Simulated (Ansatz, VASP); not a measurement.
# BN in VASP and in Ansatz

```xyz
2
Lattice="0.0000 1.8048 1.8048 1.8048 0.0000 1.8048 1.8048 1.8048 0.0000" Properties=species:S:1:pos:R:3 pbc="T T T"
B     0.0000    0.0000    0.0000
N     0.9024    0.9024    0.9024
```

Alike in both runs: task single point; functional HSE06; k mesh 8 × 8 × 8; no spin polarisation.

```csv
,VASP,Ansatz
version,VASP 6.6.1,Ansatz 0.2.0
potentials or method,"VASP PAW PBE potentials, release 64 (B, N)","plane waves, PAW"
plane-wave cutoff (eV),520,420
occupations,"gaussian, width 0.01 eV",fixed
valence electrons in the cell,8,8
```

```tsv
	VASP	Ansatz	Ansatz less VASP
gap on the k mesh at the Fermi level (eV)	5.78	5.79	+0.015
pressure (GPa)	-3.9	-4.4	-0.51
```

Ansatz's warnings: stress exchange threshold loose, stress scf threshold loose.
